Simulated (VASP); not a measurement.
A run of VASP 6.6.1 is set up as follows.

Contents of POSCAR:

```
TiO2
1.0
    4.6662952940      0.0000000000      0.0000000000
    0.0000000000      4.6662952940      0.0000000000
    0.0000000000      0.0000000000      3.0380731588
Ti O
2 4
Direct
    0.5000000000      0.5000000000      0.0000000000
    0.0000000000      0.0000000000      0.5000000000
    0.6932160973      0.6932160973      0.5000000000
    0.8067839027      0.1932160973      0.0000000000
    0.1932160973      0.8067839027      0.0000000000
    0.3067839027      0.3067839027      0.5000000000
```

The input INCAR.step1:

```
SYSTEM = TiO2
  PREC = Accurate
  ENCUT = 520
  ISMEAR = 0
  SIGMA = 0.02
  LREAL = .False.
  LASPH = .True.
  NELM = 150
  LMAXMIX = 4
  LDAU = .True.
  LDAUTYPE = 2
  LDAUL = 2 -1
  LDAUU = 4 0
  LDAUJ = 0 0
  NBANDS = 33
  GGA = PE
  ALGO = Normal
  EDIFF = 1E-4
  LWAVE = .True.
  LCHARG = .False.
```

The input INCAR.step2:

```
SYSTEM = TiO2
  PREC = Accurate
  ENCUT = 520
  EDIFF = 1E-6
  ISMEAR = 0
  SIGMA = 0.02
  LREAL = .False.
  LASPH = .True.
  NELM = 150
  ALGO = Normal
  ISIF = 2
  LWAVE = .False.
  LCHARG = .True.
  LMAXMIX = 4
  LDAU = .True.
  LDAUTYPE = 2
  LDAUL = 2 -1
  LDAUU = 4 0
  LDAUJ = 0 0
  LDAUPRINT = 1
  METAGGA = R2SCAN
  LMIXTAU = .True.
  LELF = .True.
  LVHAR = .True.
  NBANDS = 33
  ISTART = 1
```

KPOINTS

```
Automatic mesh
0
Gamma
  6 6 8
  0 0 0
```

Potentials or basis: VASP PAW PBE potentials, release 64 (Ti_sv, O).

Command:

```sh
$ cat potpaw_PBE.64/Ti_sv/POTCAR potpaw_PBE.64/O/POTCAR > POTCAR
$ cp INCAR.step1 INCAR
$ mpirun -np 1 vasp_std > vasp.out
$ cp INCAR.step2 INCAR
$ mpirun -np 1 vasp_std > vasp.out
```

Problem. What does it give for the pressure?

Solution. -5.5 GPa.

Problem. Estimate the largest force.

Solution. 0.159 eV/Å.

Problem. Estimate the band gap on the k mesh.

Solution. 2.70 eV.

Stress tensor (GPa, compression positive):
```
-4.93  0.00  0.00
 0.00 -4.93  0.00
 0.00  0.00 -6.55
```

Caveat: the cell differs from its parent crystal (equal strain along all axes, cell held: +1.5 %, then relaxed in part); the cell stands under tension; the PAW data sets were made with another functional, which shifts forces and pressure a little. A k mesh can miss the band edges.
